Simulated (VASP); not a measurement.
# H11C2NO4 in VASP: single point with PBE+D3(BJ)

Aim: the single point of H11C2NO4 with PBE+D3(BJ).

Program: VASP 6.6.1. These are calculated values, not measurements. Logs are shortened: lines on timing, memory, paths and dates and some standing lists are left out, and cuts for length are marked.

### 1 The cell of the first run

The cell holds a disordered packing, 18 atoms: a = 5.491 Å, b = 5.491 Å, c = 5.491 Å, α = 90.00°, β = 90.00°, γ = 90.00°.

### 2 Single point, PBE+D3(BJ)

The input, INCAR:

```
SYSTEM = H11C2NO4
  ALGO = Normal
  EDIFF = 1E-7
  ENCUT = 520
  GGA = PE
  ISIF = 2
  ISMEAR = -1
  IVDW = 12
  LASPH = .True.
  LCHARG = .False.
  LREAL = Auto
  LWAVE = .False.
  NBANDS = 39
  NELM = 80
  PREC = Accurate
  SIGMA = 0.02
```

The input, KPOINTS:

```
k-points
0
Gamma
  1 1 1
  0 0 0
```

The input, POSCAR:

```
H11C2NO4
1.0
    5.4914470000      0.0000000000      0.0000000000
    0.0000000000      5.4914470000      0.0000000000
    0.0000000000      0.0000000000      5.4914470000
O H C N
4 11 2 1
Direct
    0.3179729508      0.8757369447      0.3835332217
    0.2662399926      0.0824482088      0.8319782457
    0.8004076607      0.0974348464      0.5949144671
    0.1004387457      0.3112301090      0.2550683386
    0.4761502455      0.8309586806      0.3168593587
    0.1926038669      0.7704035993      0.3117714048
    0.4112212127      0.1776383114      0.8653620872
    0.3045588539      0.0048555368      0.6742516462
    0.9431816388      0.0892743174      0.7012754072
    0.8678952223      0.1812406186      0.4507393744
    0.2011866817      0.1673455779      0.2954082371
    0.0717823801      0.2834489882      0.0824305644
    0.6858761436      0.6766533145      0.6091213109
    0.6618679994      0.3880075801      0.7496782390
    0.4145981857      0.6078724940      0.7743981174
    0.6124700479      0.5813964117      0.7716879565
    0.7247457855      0.6769113840      0.9850628532
    0.8279422863      0.7557427769      1.1533114700
```

Potentials or basis: VASP PAW PBE potentials, release 64 (O, H, C, N).

Command:

```console
$ cat potpaw_PBE.64/O/POTCAR potpaw_PBE.64/H/POTCAR potpaw_PBE.64/C/POTCAR potpaw_PBE.64/N/POTCAR > POTCAR
$ mpirun -np 1 vasp_gam > vasp.out
```

OUTCAR:

```text
SYSTEM = H11C2NO4
   EDIFF = 1E-7
   ENCUT = 520
   GGA = PE
   ISIF = 2
   ISMEAR = -1
   IVDW = 12
   LASPH = .True.
   LREAL = Auto
   NELM = 80
   PREC = Accurate
 IVDW          = 12

 ion  position               nearest neighbor table
   1  0.318  0.876  0.384-   5 0.97   6 0.98
   2  0.266  0.082  0.832-   7 0.97   8 0.99
   3  0.800  0.097  0.595-   9 0.98  10 0.99
   4  0.100  0.311  0.255-  12 0.97  11 0.99
   5  0.476  0.831  0.317-   1 0.97
   6  0.193  0.770  0.312-   1 0.98
   7  0.411  0.178  0.865-   2 0.97
   8  0.305  0.005  0.674-   2 0.99
   9  0.943  0.089  0.701-   3 0.98
  10  0.868  0.181  0.451-   3 0.99
  11  0.201  0.167  0.295-   4 0.99
  12  0.072  0.283  0.082-   4 0.97
  13  0.686  0.677  0.609-  16 1.11
  14  0.662  0.388  0.750-  16 1.10
  15  0.415  0.608  0.774-  16 1.10
  16  0.612  0.581  0.772-  15 1.10  14 1.10  13 1.11  17 1.42
  17  0.725  0.677  0.985-  18 1.17  16 1.42
  18  0.828  0.756  0.153-  17 1.17

  LATTYP: Found a simple cubic cell.
 ALAT       =     5.4914470000

  Lattice vectors:

 A1 = (   5.4914470000,   0.0000000000,   0.0000000000)
 A2 = (   0.0000000000,   5.4914470000,   0.0000000000)
 A3 = (   0.0000000000,   0.0000000000,   5.4914470000)

Analysis of symmetry for initial positions (statically):
=====================================================================
 Subroutine PRICEL returns:
 Original cell was already a primitive cell.

 Routine SETGRP: Setting up the symmetry group for a
 simple cubic supercell.

 Subroutine GETGRP returns: Found  1 space group operations
 (whereof  1 operations were pure point group operations)
 out of a pool of 48 trial point group operations.

The static configuration has the point symmetry C_1 .

Analysis of symmetry for dynamics (positions and initial velocities):
=====================================================================
 Subroutine PRICEL returns:
 Original cell was already a primitive cell.

 Routine SETGRP: Setting up the symmetry group for a
 simple cubic supercell.

 Subroutine GETGRP returns: Found  1 space group operations
 (whereof  1 operations were pure point group operations)
 out of a pool of 48 trial point group operations.

The dynamic configuration has the point symmetry C_1 .

 Subroutine INISYM returns: Found  1 space group operations
 (whereof  1 operations are pure point group operations),
 and found     1 'primitive' translations

----------------------------------------------------------------------------------------

                                     Primitive cell

  volume of cell :     165.6000

  direct lattice vectors                    reciprocal lattice vectors
     5.491447000  0.000000000  0.000000000     0.182101366  0.000000000  0.000000000
     0.000000000  5.491447000  0.000000000     0.000000000  0.182101366  0.000000000
     0.000000000  0.000000000  5.491447000     0.000000000  0.000000000  0.182101366

  length of vectors
     5.491447000  5.491447000  5.491447000     0.182101366  0.182101366  0.182101366

  position of ions in fractional coordinates (direct lattice)
     0.317972951  0.875736945  0.383533222
     0.266239993  0.082448209  0.831978246
     0.800407661  0.097434846  0.594914467
     0.100438746  0.311230109  0.255068339
     0.476150246  0.830958681  0.316859359
     0.192603867  0.770403599  0.311771405
     0.411221213  0.177638311  0.865362087
     0.304558854  0.004855537  0.674251646
     0.943181639  0.089274317  0.701275407
     0.867895222  0.181240619  0.450739374
     0.201186682  0.167345578  0.295408237
     0.071782380  0.283448988  0.082430564
     0.685876144  0.676653315  0.609121311
     0.661867999  0.388007580  0.749678239
     0.414598186  0.607872494  0.774398117
     0.612470048  0.581396412  0.771687957
     0.724745785  0.676911384  0.985062853
     0.827942286  0.755742777  0.153311470

  ion indices of the primitive-cell ions
   primitive index   ion index
                 1           1
                 2           2
                 3           3
                 4           4
                 5           5
                 6           6
                 7           7
                 8           8
                 9           9
                10          10
                11          11
                12          12
                13          13
                14          14
                15          15
                16          16
                17          17
                18          18

----------------------------------------------------------------------------------------

 KPOINTS: k-points

Automatic generation of k-mesh.
 Grid dimensions read from file:
 generate k-points for:    1    1    1

 Generating k-lattice:

  Cartesian coordinates                     Fractional coordinates (reciprocal lattice)
     0.182101366  0.000000000  0.000000000     1.000000000  0.000000000  0.000000000
     0.000000000  0.182101366  0.000000000     0.000000000  1.000000000  0.000000000
     0.000000000  0.000000000  0.182101366     0.000000000  0.000000000  1.000000000

  Length of vectors
     0.182101366  0.182101366  0.182101366

  Shift w.r.t. Gamma in fractional coordinates (k-lattice)
     0.000000000  0.000000000  0.000000000

 Subroutine IBZKPT returns following result:
 ===========================================

 Found      1 irreducible k-points:

 Following reciprocal coordinates:
            Coordinates               Weight
  0.000000  0.000000  0.000000      1.000000
   k-points           NKPTS =      1   k-points in BZ     NKDIM =      1   number of bands    NBANDS=     39
   number of dos      NEDOS =    301   number of ions     NIONS =     18
   total plane-waves  NPLWV =  74088
   dimension x,y,z NGX =    42 NGY =   42 NGZ =   42
   dimension x,y,z NGXF=    84 NGYF=   84 NGZF=   84
   ions per type =               4  11   2   1
   NGX,Y,Z   is equivalent  to a cutoff of  12.71, 12.71, 12.71 a.u.
   NGXF,Y,Z  is equivalent  to a cutoff of  25.43, 25.43, 25.43 a.u.
 SYSTEM =  H11C2NO4
   PREC   = accura    normal or accurate (medium, high low for compatibility)
   ISTART =      0    job   : 0-new  1-cont  2-samecut
   ICHARG =      2    charge: 1-file 2-atom 10-const
   ISPIN  =      1    spin polarized calculation?
   LNONCOLLINEAR =      F non collinear calculations
   LSORBIT =      F    spin-orbit coupling
   LASPH  =      T    aspherical Exc in radial PAW
   ENCUT  =  520.0 eV  38.22 Ry    6.18 a.u.  10.21 10.21 10.21*2*pi/ulx,y,z
   NELM   =     80;   NELMIN=  2; NELMDL= -5     # of ELM steps
   EDIFF  = 0.1E-06   stopping-criterion for ELM
   LREAL  =      T    real-space projection
   EDIFFG = 0.1E-05   stopping-criterion for IOM
   NSW    =      0    number of steps for IOM
   IBRION =     -1    ionic relax: 0-MD 1-quasi-New 2-CG
   NFREE  =      0    steps in history (QN), initial steepest desc. (CG)
   ISIF   =      2    stress and relaxation
   ISYM   =      2    0-nonsym 1-usesym 2-fastsym
   POTIM  = 0.5000    time-step for ionic-motion
   TEBEG  =    0.0;   TEEND  =   0.0 temperature during run
   PSTRESS=    0.0 pullay stress
   NELECT =      48.0000    total number of electrons
   NUPDOWN=      -1.0000    fix difference up-down
   EMIN   =  10.00;   EMAX   =-10.00  energy-range for DOS
   EFERMI =   0.00;   METHOD = LEGACY
   ISMEAR =    -1;   SIGMA  =   0.02  broadening in eV -4-tet -1-fermi 0-gaus
   EFERMI_NEDOS =   21; number of points for ismear=-14 and -15
   IALGO  =     38    algorithm
   IMIX   =      4    mixing-type and parameters
     AMIX     =   0.40;   BMIX     =  1.00
     AMIX_MAG =   1.60;   BMIX_MAG =  1.00
  volume/ion in A,a.u.               =       9.20        62.08
  Fermi-wavevector in a.u.,A,eV,Ry     =   1.083432  2.047390 15.970866  1.173826
  Thomas-Fermi vector in A             =   2.219498
   LORBIT       =      0    0 simple, 1 ext, 2 COOP (PROOUT), +10 PAW based schemes
   GGA     = PE    functional components
   LHFCALC =     F    Hartree Fock is set to
   AEXX    =    0.0000 exact exchange contribution
   IVDW    =    12    specifies the selected vdW correction
   LEPSILON=     F    determine dielectric tensor
   LRPA    =     F    only Hartree local field effects (RPA)
 non-spin polarized calculation
  energy-cutoff  :      520.00
  volume of cell :      165.60
 maximum number of plane-waves:      2229
 NGX is ok and might be reduce to    42
   NGX = 21   NGY = 21   NGZ = 21

 number of electron      48.0000000 magnetization

 Free energy of the ion-electron system (eV)
  ---------------------------------------------------
  ext. energy  EPLUGINS =         0.00000000
  ---------------------------------------------------
  free energy    TOTEN  =       -95.07510972 eV

  energy without entropy =      -95.07510972  energy(sigma->0) =      -95.07510972

 E-fermi :  -2.1942     XC(G=0):  -7.4891

 val. band max:       -2.7013646469   @ k =   0.0000   0.0000   0.0000
 cond. band min:       2.3406339067   @ k =   0.0000   0.0000   0.0000
 fundamental gap:      5.0419985536
 Fermi energy:        -2.1942155456

 k-point     1 :       0.0000    0.0000    0.0000
  band No.  band energies     occupation
      1     -21.8668      2.00000
      2     -21.3216      2.00000
      3     -21.0058      2.00000
      4     -20.6493      2.00000
      5     -19.0079      2.00000
      6     -15.1810      2.00000
      7      -9.6976      2.00000
      8      -9.4702      2.00000
      9      -8.9020      2.00000
     10      -8.6545      2.00000
     11      -8.2205      2.00000
     12      -7.3484      2.00000
     13      -7.0625      2.00000
     14      -6.4667      2.00000
     15      -6.0947      2.00000
     16      -5.4485      2.00000
     17      -5.2157      2.00000
     18      -4.5665      2.00000
     19      -4.5297      2.00000
     20      -4.2129      2.00000
     21      -3.6947      2.00000
     22      -3.4277      2.00000
     23      -3.0975      2.00000
     24      -2.7014      2.00000
     25       2.3406      0.00000
     26       3.2639      0.00000
     27       3.6817      0.00000
     28       5.4259      0.00000
     29       6.2555      0.00000
     30       6.9224      0.00000
     31       7.4053      0.00000
     32       7.5801      0.00000
     33       7.8487      0.00000
     34       8.3429      0.00000
     35       8.5601      0.00000
     36       9.0172      0.00000
 [bands above 36 left out]

------------------------ aborting loop because EDIFF is reached ----------------------------------------

 Edisp (eV)   -0.84803

 E8    (eV) :    -0.1862

  FORCE on cell =-STRESS in cart. coord.  units (eV):
  Direction    XX          YY          ZZ          XY          YZ          ZX
  --------------------------------------------------------------------------------------
  -------------------------------------------------------------------------------------
  Total       0.49132     1.34858     0.57213    -0.80948     0.15793     0.37676
  in kB       4.75354    13.04749     5.53538    -7.83166     1.52794     3.64519
  external pressure =        7.78 kB  Pullay stress =        0.00 kB

 VOLUME and BASIS-vectors are now :
 -----------------------------------------------------------------------------
  energy-cutoff  :      520.00
  volume of cell :      165.60
      direct lattice vectors                 reciprocal lattice vectors
     5.491447000  0.000000000  0.000000000     0.182101366  0.000000000  0.000000000
     0.000000000  5.491447000  0.000000000     0.000000000  0.182101366  0.000000000
     0.000000000  0.000000000  5.491447000     0.000000000  0.000000000  0.182101366

 POSITION                                       TOTAL-FORCE (eV/Angst)
 -----------------------------------------------------------------------------------
      1.74613      4.80906      2.10615        -0.145862      0.035192      0.139730
      1.46204      0.45276      4.56876         0.044990      0.050440      0.037911
      4.39540      0.53506      3.26694        -0.066880     -0.021334      0.011982
      0.55155      1.70910      1.40069        -0.056590      0.012744      0.061340
      2.61475      4.56317      1.74002         0.126482     -0.046245     -0.075090
      1.05767      4.23063      1.71208        -0.039859     -0.040092     -0.034274
      2.25820      0.97549      4.75209        -0.009334      0.030591      0.055613
      1.67247      0.02666      3.70262        -0.000663     -0.143576     -0.148767
      5.17943      0.49025      3.85102         0.003226     -0.017113      0.046566
      4.76600      0.99527      2.47521         0.053646      0.062056     -0.127271
      1.10481      0.91897      1.62222         0.069353     -0.051628      0.044470
      0.39419      1.55655      0.45266        -0.023110      0.028682     -0.127662
      3.76645      3.71581      3.34496         0.086391      0.061679     -0.020554
      3.63461      2.13072      4.11682        -0.037417     -0.093743     -0.075348
      2.27674      3.33810      4.25257        -0.038367      0.005180      0.032114
      3.36335      3.19271      4.23768         0.013297     -0.069759      0.151337
      3.97990      3.71722      5.40942        -0.047021      0.169007     -0.141351
      4.54660      4.15012      0.84190         0.067718      0.027917      0.169255
 -----------------------------------------------------------------------------------
    total drift:                               -0.006873      0.013593      0.023424

  FREE ENERGIE OF THE ION-ELECTRON SYSTEM (eV)
  ---------------------------------------------------
  free  energy   TOTEN  =       -95.9231437589 eV

  energy  without entropy=      -95.9231437589  energy(sigma->0) =      -95.92314376
```

Run time: 44 s. Hardware: 1 thread of Intel Xeon 8259CL, shared host; peak memory 0.24 GiB.

Results:

```
Free energy                : -95.9231 eV
Pressure                   : 0.8 GPa
Largest force              : 0.225 eV/Å
Dispersion energy per atom : -0.047 eV
```

Forces on the atoms (eV/Å):
```
O   -0.146  0.035  0.140
O    0.045  0.050  0.038
O   -0.067 -0.021  0.012
O   -0.057  0.013  0.061
H    0.126 -0.046 -0.075
H   -0.040 -0.040 -0.034
H   -0.009  0.031  0.056
H   -0.001 -0.144 -0.149
H    0.003 -0.017  0.047
H    0.054  0.062 -0.127
H    0.069 -0.052  0.044
H   -0.023  0.029 -0.128
H    0.086  0.062 -0.021
H   -0.037 -0.094 -0.075
H   -0.038  0.005  0.032
C    0.013 -0.070  0.151
C   -0.047  0.169 -0.141
N    0.068  0.028  0.169
```

Caveat: the k points lie up to 1.14 Å⁻¹ apart.
